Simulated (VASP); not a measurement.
# HfN (I4/mmm) in VASP: notebook

HfN is run at these levels: LDA; tasks: electric field gradients.

Everything below comes from runs of VASP 6.6.1. Logs are shortened: lines on timing, memory, paths and dates and some standing lists are left out, and cuts for length are marked.

**1. The cell of the first run**

The structure is tetragonal, space group I4/mmm (No. 139). Conventional cell: a = 3.291 Å, b = 3.291 Å, c = 4.518 Å, α = 90.00°, β = 90.00°, γ = 90.00°. Hf (site symmetry 4/mmm) has 6 N at 2.26 to 2.33 Å within 3.0 Å. N (site symmetry 4/mmm) has 6 Hf at 2.26 to 2.33 Å within 3.0 Å.

**2. Electric field gradients, LDA (equal xx and yy strain of +3 %)**

Contents of INCAR:

```
PREC     = Accurate       # precision mode
ENCUT    = 520            # plane-wave cutoff, eV
EDIFF    = 1E-8           # SCF threshold, eV
ISMEAR   = -1             # smearing method
SIGMA    = 0.03           # smearing width, eV
LREAL    = False          # projectors in reciprocal space
LASPH    = True           # aspherical terms in the spheres
NELM     = 60             # most SCF steps
ALGO     = Normal         # electronic algorithm
ISIF     = 2              # what is computed and relaxed
LWAVE    = False          # write WAVECAR
LCHARG   = False          # write CHGCAR
LEFG     = True         
NBANDS   = 14             # bands
```

Contents of KPOINTS:

```
regular mesh
0
Gamma
  10 10 10
```

Contents of POSCAR:

```
HfN
1.0
    0.0000000000      2.3267700000      2.2590000000
    2.3267700000      0.0000000000      2.2590000000
    2.3267700000      2.3267700000      0.0000000000
Hf N
1 1
Direct
    0.0000000000      0.0000000000      0.0000000000
    0.5000000000      0.5000000000      0.5000000000
```

Potentials or basis: VASP PAW LDA potentials, release 64 (Hf_pv, N).

Command:

```sh
$ cat potpaw_LDA.64/Hf_pv/POTCAR potpaw_LDA.64/N/POTCAR > POTCAR
$ mpirun -np 1 vasp_std > vasp.out
```

OUTCAR:

```text
PREC = Accurate
   ENCUT = 520
   EDIFF = 1E-8
   ISMEAR = -1
   LREAL = False
   LASPH = True
   NELM = 60
   ISIF = 2

 ion  position               nearest neighbor table
   1  0.000  0.000  0.000-   2 2.26   2 2.26   2 2.33   2 2.33   2 2.33   2 2.33
   2  0.500  0.500  0.500-   1 2.26   1 2.26   1 2.33   1 2.33   1 2.33   1 2.33

  LATTYP: Found a body centered tetragonal cell.
 ALAT       =     3.2905496905
 C/A-ratio  =     1.3730228761

  Lattice vectors:

 A1 = (   0.0000000000,  -2.3267700000,  -2.2590000000)
 A2 = (   0.0000000000,   2.3267700000,  -2.2590000000)
 A3 = (   2.3267700000,   0.0000000000,   2.2590000000)

Analysis of symmetry for initial positions (statically):
=====================================================================
 Subroutine PRICEL returns:
 Original cell was already a primitive cell.

 Routine SETGRP: Setting up the symmetry group for a
 body centered tetragonal supercell.

 Subroutine GETGRP returns: Found 16 space group operations
 (whereof 16 operations were pure point group operations)
 out of a pool of 16 trial point group operations.

The static configuration has the point symmetry D_4h.

Analysis of symmetry for dynamics (positions and initial velocities):
=====================================================================
 Subroutine PRICEL returns:
 Original cell was already a primitive cell.

 Routine SETGRP: Setting up the symmetry group for a
 body centered tetragonal supercell.

 Subroutine GETGRP returns: Found 16 space group operations
 (whereof 16 operations were pure point group operations)
 out of a pool of 16 trial point group operations.

The dynamic configuration has the point symmetry D_4h.

 Subroutine INISYM returns: Found 16 space group operations
 (whereof 16 operations are pure point group operations),
 and found     1 'primitive' translations

----------------------------------------------------------------------------------------

                                     Primitive cell

  volume of cell :      24.4598

  direct lattice vectors                    reciprocal lattice vectors
     0.000000000  2.326770000  2.259000000    -0.214890170  0.214890170  0.221336875
     2.326770000  0.000000000  2.259000000     0.214890170 -0.214890170  0.221336875
     2.326770000  2.326770000  0.000000000     0.214890170  0.214890170 -0.221336875

  length of vectors
     3.242983138  3.242983138  3.290549691     0.375959549  0.375959549  0.375959549

[... 130 lines left out ...]
 cond. band min:       7.7219308169   @ k =  -0.4000   0.0000   0.3000
 fundamental gap:      0.0598192235
 Fermi energy:         7.6950592584

 k-point     1 :       0.0000    0.0000    0.0000
  band No.  band energies     occupation
      1     -23.5069      2.00000
      2     -23.5069      2.00000
      3     -23.4689      2.00000
      4      -9.2243      2.00000
      5       4.7410      2.00000
      6       4.7410      2.00000
      7       4.8699      2.00000
      8       7.2081      2.00000
      9       7.2081      2.00000
     10       7.5065      1.99628
     11       8.7828      0.00000
     12       9.2185      0.00000
     13       9.9721      0.00000
     14      17.1886      0.00000
[... 377 lines left out ...]
      1     -24.0388      2.00000
      2     -23.7342      2.00000
      3     -23.7208      2.00000
      4      -7.8237      2.00000
      5       1.3229      2.00000
      6       3.1823      2.00000
      7       3.5990      2.00000
      8       5.2747      2.00000
      9      11.3084      0.00000
     10      11.6414      0.00000
     11      12.0844      0.00000
     12      12.1152      0.00000
     13      16.6108      0.00000
     14      18.4511      0.00000

 [... further k-points ...]
[... 5 lines left out ...]
  --------------------------------------------------------------------------------------
  -------------------------------------------------------------------------------------
  Total       -4.1001164     -4.1001164     -2.6270630      0.0000000      0.0000000      0.0000000
  in kB     -268.5676102   -268.5676102   -172.0790255      0.0000000      0.0000000      0.0000000
  external PRESSURE =    -236.4047486 kB  Pullay stress =       0.0000000 kB

 VOLUME and BASIS-vectors are now :
 -----------------------------------------------------------------------------
  energy-cutoff  :      520.00
  volume of cell :       24.46
      direct lattice vectors                 reciprocal lattice vectors
     0.000000000  2.326770000  2.259000000    -0.214890170  0.214890170  0.221336875
     2.326770000  0.000000000  2.259000000     0.214890170 -0.214890170  0.221336875
     2.326770000  2.326770000  0.000000000     0.214890170  0.214890170 -0.221336875

 POSITION                                       TOTAL-FORCE (eV/Angst)
 -----------------------------------------------------------------------------------
      0.00000      0.00000      0.00000        -0.000000      0.000000      0.000000
      2.32677      2.32677      2.25900         0.000000      0.000000      0.000000
 -----------------------------------------------------------------------------------
    total drift:                                0.000000     -0.000000     -0.000000

  FREE ENERGIE OF THE ION-ELECTRON SYSTEM (eV)
  ---------------------------------------------------
  free  energy   TOTEN  =       -23.6676677319 eV

  energy  without entropy=      -23.6656314281  energy(sigma->0) =      -23.66664958

 Electric field gradients (V/A^2)
---------------------------------------------------------------------
 ion       V_xx      V_yy      V_zz      V_xy      V_xz      V_yz
---------------------------------------------------------------------
   1      54.761    54.761  -109.523     0.000    -0.000    -0.000
   2       5.409     5.409   -10.817    -0.000    -0.000    -0.000
---------------------------------------------------------------------

 Electric field gradients after diagonalization (V/A^2)
 (convention: |V_zz| > |V_xx| > |V_yy|)
----------------------------------------------------------------------
 ion       V_xx      V_yy      V_zz     asymmetry (V_yy - V_xx)/ V_zz
----------------------------------------------------------------------
   1      54.762    54.761  -109.523       0.000
   2       5.409     5.409   -10.817       0.000
----------------------------------------------------------------------

           NMR quadrupolar parameters

 Cq : quadrupolar parameter    Cq=e*Q*V_zz/h
 eta: asymmetry parameters     (V_yy - V_xx)/ V_zz
 Q  : nuclear electric quadrupole moment in mb (millibarn)
----------------------------------------------------------------------
 ion       Cq(MHz)       eta       Q (mb)
----------------------------------------------------------------------
   1      -0.265       0.000       1.000
   2      -0.026       0.000       1.000
----------------------------------------------------------------------
```

OSZICAR:

```text
N       E                     dE             d eps       ncg     rms          rms(c)
DAV:   1     0.360275984289E+02    0.36028E+02   -0.78809E+03  2864   0.100E+03
DAV:   2    -0.247428690444E+02   -0.60770E+02   -0.56606E+02  3774   0.226E+02
DAV:   3    -0.266615201276E+02   -0.19187E+01   -0.19115E+01  3308   0.320E+01
DAV:   4    -0.266689346505E+02   -0.74145E-02   -0.74134E-02  3450   0.241E+00
DAV:   5    -0.266689857611E+02   -0.51111E-04   -0.51110E-04  3264   0.171E-01    0.449E+01
DAV:   6    -0.238702140657E+02    0.27988E+01   -0.88165E+00  2946   0.216E+01    0.397E+01
DAV:   7    -0.237147078106E+02    0.15551E+00   -0.48927E-01  3552   0.532E+00    0.258E+01
DAV:   8    -0.236757157276E+02    0.38992E-01   -0.17833E-01  3360   0.338E+00    0.560E+00
DAV:   9    -0.236677785000E+02    0.79372E-02   -0.19208E-02  3222   0.111E+00    0.189E+00
DAV:  10    -0.236676917458E+02    0.86754E-04   -0.84450E-04  3742   0.242E-01    0.312E-01
DAV:  11    -0.236676682682E+02    0.23478E-04   -0.66914E-05  3414   0.687E-02    0.570E-02
DAV:  12    -0.236676677937E+02    0.47454E-06   -0.56591E-06  3692   0.193E-02    0.131E-02
DAV:  13    -0.236676677318E+02    0.61845E-07   -0.18225E-07  3252   0.395E-03    0.305E-03
DAV:  14    -0.236676677319E+02   -0.33879E-10   -0.11353E-08  2578   0.946E-04
   1 F= -.23667668E+02 E0= -.23666650E+02  d E =-.203630E-02
```

It took 10 s on 1 thread of Intel Xeon 6975P-C (Granite Rapids), shared host; peak memory 0.15 GiB.

Results:

* Free energy: -23.6677 eV
* Pressure: -23.6 GPa

Levels at points of the mesh, in eV from the Fermi level:
| k point | band 4 | band 5 | band 6 | band 7 | band 8 | band 9 | band 10 | band 11 | band 12 | band 13 |
| --- | --- | --- | --- | --- | --- | --- | --- | --- | --- | --- |
| (0.00, 0.00, 0.00) | -16.92 | -2.95 | -2.95 | -2.83 | -0.49 | -0.49 | -0.19 | 1.09 | 1.52 | 2.28 |
| (0.50, 0.00, 0.00) | -14.42 | -8.53 | -5.91 | -5.89 | 2.96 | 3.28 | 3.45 | 4.21 | 7.76 | 8.35 |
| (0.50, 0.50, 0.00) | -15.81 | -5.12 | -3.69 | -3.69 | -3.65 | 3.70 | 4.93 | 5.02 | 5.02 | 7.41 |
| (0.50, 0.00, 0.50) | -15.84 | -5.41 | -3.61 | -3.56 | -3.49 | 3.59 | 4.81 | 5.09 | 5.19 | 7.09 |

Electric field gradients, principal values (V/Å²):
| atom | least | middle | greatest (by size) |
| --- | --- | --- | --- |
| 1 Hf | 54.761 | 54.762 | -109.523 |
| 2 N | 5.409 | 5.409 | -10.817 |

Caveat: the cell differs from its parent crystal (equal xx and yy strain of +3 %); without QUAD_EFG the Cq values of the log hold for a quadrupole moment of 1 mb, not for the nuclei; spin-orbit coupling is left out, which moves the levels of the heavy elements.

**3. Electric field gradients, LDA (zz strain of -2 %)**

Contents of INCAR:

```
ALGO     = Normal         # electronic algorithm
EDIFF    = 1E-8           # SCF threshold, eV
ENCUT    = 520            # plane-wave cutoff, eV
ISIF     = 2              # what is computed and relaxed
ISMEAR   = -1             # smearing method
LASPH    = True           # aspherical terms in the spheres
LCHARG   = False          # write CHGCAR
LEFG     = True         
LREAL    = False          # projectors in reciprocal space
LWAVE    = False          # write WAVECAR
NBANDS   = 14             # bands
NELM     = 100            # most SCF steps
PREC     = Accurate       # precision mode
SIGMA    = 0.03           # smearing width, eV
```

Contents of KPOINTS:

```
k-points
0
Gamma
  10 10 10
```

Contents of POSCAR:

```
HfN
1.0
    0.0000000000      2.2590000000      2.2138200000
    2.2590000000      0.0000000000      2.2138200000
    2.2590000000      2.2590000000      0.0000000000
Hf N
1 1
Direct
    0.0000000000      0.0000000000      0.0000000000
    0.5000000000      0.5000000000      0.5000000000
```

Potentials or basis: VASP PAW LDA potentials, release 64 (Hf_pv, N).

Command:

```sh
$ cat potpaw_LDA.64/Hf_pv/POTCAR potpaw_LDA.64/N/POTCAR > POTCAR
$ mpirun -np 1 vasp_std > vasp.out
```

OUTCAR:

```text
EDIFF = 1E-8
   ENCUT = 520
   ISIF = 2
   ISMEAR = -1
   LASPH = True
   LREAL = False
   NELM = 100
   PREC = Accurate

 ion  position               nearest neighbor table
   1  0.000  0.000  0.000-   2 2.21   2 2.21   2 2.26   2 2.26   2 2.26   2 2.26
   2  0.500  0.500  0.500-   1 2.21   1 2.21   1 2.26   1 2.26   1 2.26   1 2.26

  LATTYP: Found a body centered tetragonal cell.
 ALAT       =     3.1947084374
 C/A-ratio  =     1.3859292911

  Lattice vectors:

 A1 = (   0.0000000000,  -2.2590000000,  -2.2138200000)
 A2 = (   0.0000000000,   2.2590000000,  -2.2138200000)
 A3 = (   2.2590000000,   0.0000000000,   2.2138200000)

Analysis of symmetry for initial positions (statically):
=====================================================================
 Subroutine PRICEL returns:
 Original cell was already a primitive cell.

 Routine SETGRP: Setting up the symmetry group for a
 body centered tetragonal supercell.

 Subroutine GETGRP returns: Found 16 space group operations
 (whereof 16 operations were pure point group operations)
 out of a pool of 16 trial point group operations.

The static configuration has the point symmetry D_4h.

Analysis of symmetry for dynamics (positions and initial velocities):
=====================================================================
 Subroutine PRICEL returns:
 Original cell was already a primitive cell.

 Routine SETGRP: Setting up the symmetry group for a
 body centered tetragonal supercell.

 Subroutine GETGRP returns: Found 16 space group operations
 (whereof 16 operations were pure point group operations)
 out of a pool of 16 trial point group operations.

The dynamic configuration has the point symmetry D_4h.

 Subroutine INISYM returns: Found 16 space group operations
[... 166 lines left out ...]
     14      18.0820      0.00000
[... 377 lines left out ...]
      1     -23.2151      2.00000
      2     -22.7781      2.00000
      3     -22.7539      2.00000
      4      -7.4607      2.00000
      5       1.8289      2.00000
      6       3.7270      2.00000
      7       4.2122      2.00000
      8       5.8133      2.00000
      9      12.4666      0.00000
     10      13.0789      0.00000
     11      13.3118      0.00000
     12      13.3770      0.00000
     13      18.0847      0.00000
     14      19.7695      0.00000

 [... further k-points ...]
[... 5 lines left out ...]
  --------------------------------------------------------------------------------------
  -------------------------------------------------------------------------------------
  Total       -1.1310143     -1.1310143      0.2311487      0.0000000      0.0000000      0.0000000
  in kB      -80.1999159    -80.1999159     16.3906930      0.0000000      0.0000000      0.0000000
  external PRESSURE =     -48.0030463 kB  Pullay stress =       0.0000000 kB

 VOLUME and BASIS-vectors are now :
 -----------------------------------------------------------------------------
  energy-cutoff  :      520.00
  volume of cell :       22.59
      direct lattice vectors                 reciprocal lattice vectors
     0.000000000  2.259000000  2.213820000    -0.221336875  0.221336875  0.225853954
     2.259000000  0.000000000  2.213820000     0.221336875 -0.221336875  0.225853954
     2.259000000  2.259000000  0.000000000     0.221336875  0.221336875 -0.225853954

 POSITION                                       TOTAL-FORCE (eV/Angst)
 -----------------------------------------------------------------------------------
      0.00000      0.00000      0.00000         0.000000     -0.000000      0.000000
      2.25900      2.25900      2.21382        -0.000000      0.000000      0.000000
 -----------------------------------------------------------------------------------
    total drift:                                0.000000     -0.000000     -0.000000

  FREE ENERGIE OF THE ION-ELECTRON SYSTEM (eV)
  ---------------------------------------------------
  free  energy   TOTEN  =       -23.8492153959 eV

  energy  without entropy=      -23.8468817108  energy(sigma->0) =      -23.84804855

 Electric field gradients (V/A^2)
---------------------------------------------------------------------
 ion       V_xx      V_yy      V_zz      V_xy      V_xz      V_yz
---------------------------------------------------------------------
   1      41.676    41.676   -83.351    -0.000    -0.001    -0.001
   2       3.828     3.828    -7.655    -0.000    -0.001    -0.001
---------------------------------------------------------------------

 Electric field gradients after diagonalization (V/A^2)
 (convention: |V_zz| > |V_xx| > |V_yy|)
----------------------------------------------------------------------
 ion       V_xx      V_yy      V_zz     asymmetry (V_yy - V_xx)/ V_zz
----------------------------------------------------------------------
   1      41.676    41.675   -83.351       0.000
   2       3.828     3.827    -7.655       0.000
----------------------------------------------------------------------

           NMR quadrupolar parameters

 Cq : quadrupolar parameter    Cq=e*Q*V_zz/h
 eta: asymmetry parameters     (V_yy - V_xx)/ V_zz
 Q  : nuclear electric quadrupole moment in mb (millibarn)
----------------------------------------------------------------------
 ion       Cq(MHz)       eta       Q (mb)
----------------------------------------------------------------------
   1      -0.202       0.000       1.000
   2      -0.019       0.000       1.000
----------------------------------------------------------------------
```

OSZICAR:

```text
N       E                     dE             d eps       ncg     rms          rms(c)
DAV:   1     0.358913126747E+02    0.35891E+02   -0.77455E+03  2880   0.101E+03
DAV:   2    -0.250301151987E+02   -0.60921E+02   -0.57055E+02  3650   0.230E+02
DAV:   3    -0.268319542679E+02   -0.18018E+01   -0.17933E+01  3372   0.315E+01
DAV:   4    -0.268381250969E+02   -0.61708E-02   -0.61698E-02  3414   0.221E+00
DAV:   5    -0.268381620587E+02   -0.36962E-04   -0.36962E-04  3372   0.146E-01    0.524E+01
DAV:   6    -0.239999745226E+02    0.28382E+01   -0.84190E+00  3102   0.220E+01    0.448E+01
DAV:   7    -0.238866348874E+02    0.11334E+00   -0.47551E-01  3624   0.519E+00    0.275E+01
DAV:   8    -0.238542083090E+02    0.32427E-01   -0.11957E-01  3606   0.281E+00    0.514E+00
DAV:   9    -0.238493694065E+02    0.48389E-02   -0.13015E-02  3354   0.904E-01    0.186E+00
DAV:  10    -0.238492413758E+02    0.12803E-03   -0.86680E-04  3714   0.259E-01    0.332E-01
DAV:  11    -0.238492158404E+02    0.25535E-04   -0.65615E-05  3242   0.754E-02    0.464E-02
DAV:  12    -0.238492153946E+02    0.44584E-06   -0.59214E-06  3738   0.206E-02    0.120E-02
DAV:  13    -0.238492153959E+02   -0.13392E-08   -0.69195E-08  3234   0.243E-03
   1 F= -.23849215E+02 E0= -.23848049E+02  d E =-.233369E-02
```

stdout:

```text
POSCAR found type information on POSCAR HfN
 POSCAR found :  2 types and       2 ions
 scaLAPACK will be used
 LDA part: xc-table for (Slater(with rela. corr.)+CA(PZ))
 , standard interpolation
 POSCAR, INCAR and KPOINTS ok, starting setup
 FFT: planning ... GRIDC
 FFT: planning ... GRID_SOFT
 FFT: planning ... GRID
 WAVECAR not read
 entering main loop
ion   1

ion   2
```

Wall time 29 s (1 thread of Intel Xeon Platinum 8259CL at 2.50GHz (Skylake/Cascade Lake), shared host); peak memory 0.15 GiB.

What came out:

```
Free energy : -23.8492 eV
Pressure    : -4.8 GPa
```

Electric field gradients, principal values (V/Å²):
| atom | least | middle | greatest (by size) |
| --- | --- | --- | --- |
| 1 Hf | 41.675 | 41.676 | -83.351 |
| 2 N | 3.827 | 3.828 | -7.655 |

Caveat: the cell differs from its parent crystal (zz strain of -2 %); without QUAD_EFG the Cq values of the log hold for a quadrupole moment of 1 mb, not for the nuclei; spin-orbit coupling is left out, which moves the levels of the heavy elements.
